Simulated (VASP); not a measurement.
A run of VASP 6.6.1:

Contents of INCAR:

```
SYSTEM = LiSi16
ALGO = Normal
EDIFF = 1E-7
ENCUT = 520
GGA = PE
ISIF = 2
ISMEAR = 0
LASPH = .TRUE.
LCHARG = .TRUE.
LELF = .TRUE.
LREAL = Auto
LVHAR = .TRUE.
LWAVE = .FALSE.
NBANDS = 48
NELECT = 66.0
NELM = 80
PREC = Accurate
SIGMA = 0.05
```

The input KPOINTS:

```
k-points
0
G
  2 2 2
  0 0 0
```

File POSCAR:

```
LiSi16
1.0
    0.0000000000      5.4300000000      5.4300000000
    5.4300000000      0.0000000000      5.4300000000
    5.4300000000      5.4300000000      0.0000000000
Si Li
16 1
Direct
   -0.0293404236      0.0096997238      0.0099558932
    0.1210811234      0.1184225599      0.1193093002
    0.0040927256     -0.0165188766      0.5064792818
    0.1213594843      0.1183488029      0.6416158379
    0.0048640884      0.5056887661     -0.0165788214
    0.1208142726      0.6412621547      0.1192498158
    0.0041744936      0.5055706262      0.5064279006
    0.1545719153      0.6150560773      0.6150428177
    0.4952500000     -0.0014070902     -0.0004387661
    0.5993644567      0.1330769797      0.1341589319
    0.4954064457     -0.0014327808      0.5071325967
    0.6299991713      0.1178783610      0.6263356354
    0.4950146409      0.5063468692     -0.0003586556
    0.6306278085      0.6252130755      0.1185777164
    0.5258649171      0.4909109576      0.4918953039
    0.6300363720      0.6254166667      0.6263323204
    1.0627188766      0.3122873849      0.3125402394
```

Potentials or basis: VASP PAW PBE potentials, release 64 (Si, Li_sv).

The run is started by

```sh
$ cat potpaw_PBE.64/Si/POTCAR potpaw_PBE.64/Li_sv/POTCAR > POTCAR
$ mpirun -np 1 vasp_std > vasp.out
```

Hardware: 1 thread of AMD EPYC 9R45 96-Core Processor (Zen 5), on a shared host.

**Question.** Estimate the wall time of this run.

**Answer.** Wall time 2.9 min on 1 thread of AMD EPYC 9R45 96-Core Processor (Zen 5), on a shared host, peak memory 0.45 GiB. Counts: scf iterations 17, k points 8.
